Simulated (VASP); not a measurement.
SnO2 (Cassiterite):

```
CELL_PARAMETERS angstrom
4.76938 0.00000 0.00000
0.00000 4.76938 0.00000
0.00000 0.00000 3.20760
ATOMIC_POSITIONS crystal
Sn 0.50000 0.50000 0.50000
Sn 0.00000 0.00000 0.00000
O 0.80710 0.19290 0.50000
O 0.69290 0.69290 0.00000
O 0.19290 0.80710 0.50000
O 0.30710 0.30710 0.00000
```

Base run:

| Quantity | Value |
| --- | --- |
| Program | VASP 6.6.1 |
| Functional | revPBE |
| Dispersion | D3(BJ) |
| Potentials or basis | VASP PAW PBE potentials, release 64 (Sn_d, O) |
| Cutoff | 520 eV |
| k mesh | 6 × 6 × 8 |
| Occupations | fermi-dirac, width 0.05 eV |
| Spin | no spin polarisation |

Its results: band gap on the k mesh 1.11 eV, direct; pressure 4.4 GPa; largest force 0.251 eV/Å.

Task: The run is repeated on the same cell with these changes: dispersion from D3(BJ) to none; occupations from fermi-dirac, width 0.05 eV to gaussian, width 0.05 eV. What comes out?

Result: Band gap on the k mesh 1.11 eV, direct; pressure 10.3 GPa; largest force 0.235 eV/Å.

Caveats: the PAW data sets were made with another functional, which shifts forces and pressure a little; spin-orbit coupling is left out, which moves the levels of the heavy elements.

